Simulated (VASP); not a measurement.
# SiGe2 (I4_1/amd) in VASP: notebook, part 2 of 2

VASP 6.6.1. Earlier steps stand in the parts before.

## (4) Relaxation of cell and atoms, PBE

Contents of INCAR:

```
ALGO = Normal ; EDIFF = 1E-7
EDIFFG = -0.04 ; ENCUT = 600
GGA = PE ; IBRION = 2
ISIF = 3 ; ISMEAR = 0
LASPH = T ; LCHARG = F
LREAL = F ; LWAVE = F
NELM = 80 ; NSW = 90
PREC = Accurate ; SIGMA = 0.1
```

Contents of KPOINTS:

```
k-points
0
Gamma
  6 6 6
```

Contents of POSCAR:

```
SiGe2
1.0
   -1.9426014337      1.9426014337      6.7543771613
    1.9426014337     -1.9426014337      6.7543771613
    1.9426014337      1.9426014337     -6.7543771613
Si Ge
2 4
Direct
    0.0000000000      0.0000000000      0.0000000000
    0.7500000000      0.2500000000      0.5000000000
    0.4165000000      0.4165000000      0.0000000000
    0.1665000000      0.6665000000      0.5000000000
    0.3335000000      0.8335000000      0.5000000000
    0.5835000000      0.5835000000      0.0000000000
```

Potentials or basis: VASP PAW PBE potentials, release 64 (Si, Ge_d).

The run is started by

```
$ cat potpaw_PBE.64/Si/POTCAR potpaw_PBE.64/Ge_d/POTCAR > POTCAR
$ mpirun -np 1 vasp_std > vasp.out
```

OUTCAR:

```text
EDIFF = 1E-7
   EDIFFG = -0.04
   ENCUT = 600
   GGA = PE
   IBRION = 2
   ISIF = 3
   ISMEAR = 0
   LASPH = T
   LREAL = F
   NELM = 80
   NSW = 90
   PREC = Accurate

 ion  position               nearest neighbor table
   1  0.000  0.000  0.000-   6 2.97   6 2.97   6 2.97   3 2.97   6 2.97   3 2.97   3 2.97   3 2.97
                             5 2.97   4 2.97   5 2.97   4 2.97
   2  0.750  0.250  0.500-   5 2.97   5 2.97   5 2.97   4 2.97   5 2.97   4 2.97   4 2.97   4 2.97
                             6 2.97   3 2.97   3 2.97   6 2.97
   3  0.416  0.416  0.000-   5 2.24   5 2.24   6 2.26   1 2.97   1 2.97   1 2.97   1 2.97   2 2.97
                             2 2.97
   4  0.166  0.666  0.500-   6 2.24   6 2.24   5 2.26   2 2.97   2 2.97   2 2.97   2 2.97   1 2.97
                             1 2.97
   5  0.334  0.834  0.500-   3 2.24   3 2.24   4 2.26   2 2.97   2 2.97   2 2.97   2 2.97   1 2.97
                             1 2.97
   6  0.584  0.584  0.000-   4 2.24   4 2.24   3 2.26   1 2.97   1 2.97   1 2.97   1 2.97   2 2.97
                             2 2.97

  LATTYP: Found a body centered tetragonal cell.
 ALAT       =     3.8852028674
 C/A-ratio  =     3.4769752787

  Lattice vectors:

 A1 = (  -1.9426014337,   1.9426014337,   6.7543771613)
 A2 = (   1.9426014337,  -1.9426014337,   6.7543771613)
 A3 = (   1.9426014337,   1.9426014337,  -6.7543771613)

Analysis of symmetry for initial positions (statically):
=====================================================================
 Subroutine PRICEL returns:
 Original cell was already a primitive cell.

 Routine SETGRP: Setting up the symmetry group for a
 body centered tetragonal supercell.

 Subroutine GETGRP returns: Found 16 space group operations
[... 223 lines left out ...]
 fundamental gap:      0.0212694294
 Fermi energy:         4.8036208715

 k-point     1 :       0.0000    0.0000    0.0000
  band No.  band energies     occupation
      1     -20.0792      2.00000
      2     -20.0792      2.00000
      3     -20.0776      2.00000
      4     -20.0466      2.00000
      5     -20.0427      2.00000
      6     -20.0081      2.00000
[... 1048 lines left out ...]
  FREE ENERGIE OF THE ION-ELECTRON SYSTEM (eV)
  ---------------------------------------------------
  free  energy   TOTEN  =       -24.2478794967 eV

  energy  without entropy=      -24.2192036961  energy(sigma->0) =      -24.23354160

[... ionic steps 4 to 14 ...]

--------------------------------------- Ionic step       15  -------------------------------------------

 number of electron      64.0000068 magnetization

------------------------ aborting loop because EDIFF is reached ----------------------------------------
[... 75 lines left out ...]
--------------------------------------- Ionic step       17  -------------------------------------------

 number of electron      64.0000112 magnetization

 Free energy of the ion-electron system (eV)
  ---------------------------------------------------
  ext. energy  EPLUGINS =         0.00000000
  ---------------------------------------------------
  free energy    TOTEN  =       -26.31740365 eV

  energy without entropy =      -26.30138449  energy(sigma->0) =      -26.30939407

 E-fermi :   6.5893     XC(G=0): -10.7724

 val. band max:        6.5700897943   @ k =   0.1667   0.1667   0.0000
 cond. band min:       6.5996073248   @ k =   0.3333   0.3333   0.0000
 fundamental gap:      0.0295175305
 Fermi energy:         6.5893153879

 k-point     1 :       0.0000    0.0000    0.0000
  band No.  band energies     occupation
      1     -18.0206      2.00000
      2     -18.0189      2.00000
      3     -18.0060      2.00000
      4     -18.0060      2.00000
      5     -17.9847      2.00000
      6     -17.9806      2.00000
[... 1008 lines left out ...]
  FREE ENERGIE OF THE ION-ELECTRON SYSTEM (eV)
  ---------------------------------------------------
  free  energy   TOTEN  =       -26.3174036548 eV

  energy  without entropy=      -26.3013844858  energy(sigma->0) =      -26.30939407

 reached required accuracy - stopping structural energy minimisation
```

CONTCAR:

```text
SiGe2
   1.00000000000000
    -1.6754624287379016    1.6754624287379016   10.1127966466684569
     1.6754624287379016   -1.6754624287379016   10.1127966466684569
     1.6754624287379016    1.6754624287379016  -10.1127966466684569
  Si              Ge
     2     4
Direct
     0.0000000000000000    0.0000000000000000    0.0000000000000000
     0.7500000000000000    0.2500000000000000    0.5000000000000000
     0.4315390415718321    0.4315390415718321    0.0000000000000000
     0.1815390415718321    0.6815390415718320    0.5000000000000000
     0.3184609584281679    0.8184609584281680    0.5000000000000000
     0.5684609584281680    0.5684609584281680    0.0000000000000000

  0.00000000E+00  0.00000000E+00  0.00000000E+00
  0.00000000E+00  0.00000000E+00  0.00000000E+00
  0.00000000E+00  0.00000000E+00  0.00000000E+00
  0.00000000E+00  0.00000000E+00  0.00000000E+00
  0.00000000E+00  0.00000000E+00  0.00000000E+00
  0.00000000E+00  0.00000000E+00  0.00000000E+00
```

Wall time 40 min (1 thread of Intel Xeon 6975P-C (Granite Rapids), shared host); peak memory 0.62 GiB.

What came out:

```yaml
Free_energy: -26.3174 eV
Relaxed_volume: 18.93 Å³/atom
Relaxed_cell: a = 10.387 Å, b = 10.387 Å, c = 10.387 Å, α = 161.43°, β = 161.43°, γ = 26.37°
Space_group_after_relaxing_to_0.1_Å: I4_1/amd (No. 141)
Energy_gained_by_relaxing: 626.3 meV/atom
Ionic_steps: 17
Pressure_after_relaxing: -0.1 GPa
Largest_force_after_relaxing: 0.008 eV/Å
Band_gap_on_the_k_mesh: zero (bands 32 and 33 overlap by 3.40 eV)
```

Forces on the atoms (eV/Å):
```
Si   0.000  0.000  0.000
Si   0.000  0.000  0.000
Ge   0.000  0.000 -0.008
Ge   0.000  0.000 -0.008
Ge   0.000  0.000  0.008
Ge   0.000  0.000  0.008
```

Step by step:
```tsv
step	energy change (eV)	largest force (eV/Å)	pressure (GPa)	volume (Å³)
1	0.0000	0.2023	21.70	101.96
2	-1.5712	0.5773	-4.34	139.61
3	-1.6883	0.5750	-0.79	129.32
4	-1.6886	0.5764	-1.13	130.12
5	-1.9277	0.5728	-1.61	129.28
6	-2.6506	0.3500	-2.73	125.89
7	-3.6518	0.5745	0.16	115.54
8	-3.5245	1.0940	4.40	110.65
9	-3.6510	0.8202	1.92	113.53
10	-3.6342	0.1551	-2.03	117.85
11	-3.7046	0.4218	-0.25	115.64
12	-3.7054	0.3947	-0.46	115.85
13	-3.7415	0.2615	0.06	114.16
14	-3.7523	0.0333	0.87	112.00
15	-3.7539	0.1056	0.64	112.59
16	-3.7549	0.0719	-0.74	114.41
17	-3.7578	0.0080	-0.12	113.55
```

Final structure:
```
Si Ge
1.0
    -1.67546    1.67546   10.11280
     1.67546   -1.67546   10.11280
     1.67546    1.67546  -10.11280
Si Ge
2 4
Direct
  0.00000 0.00000 0.00000
  0.75000 0.25000 0.50000
  0.43154 0.43154 0.00000
  0.18154 0.68154 0.50000
  0.31846 0.81846 0.50000
  0.56846 0.56846 0.00000
```

Caveat: a cell axis changed by over 15 % at a fixed basis, so the end point is rough.

## (5) Overview

```csv
task,cell,cutoff (eV),gap on the mesh (eV),pressure (GPa),largest force (eV/Å)
single point,"a = 7.292 Å, angles 149.1, 149.1, 44.3°, 6 atoms, atomic positions A",520,none,21.7,0.20
single point,"a = 10.538 Å, angles 161.8, 161.8, 25.8°, 6 atoms, atomic positions B",520,none,0.1,0.01
relaxation of cell and atoms,"relaxed from a = 7.292 Å, angles 149.1, 149.1, 44.3°, 6 atoms, atomic positions A",600,none,-0.1,0.01
```

Alike in all rows: level PBE; potentials or basis VASP PAW PBE potentials, release 64 (Si, Ge_d); no spin polarisation; k mesh 6 × 6 × 6; smearing gaussian 0.1 eV.

Caveats: the cell stands under pressure (at least some runs); a cell axis changed by over 15 % at a fixed basis, so the end point is rough (at least some runs).

Absolute energies hang on the potentials; compare differences alone.
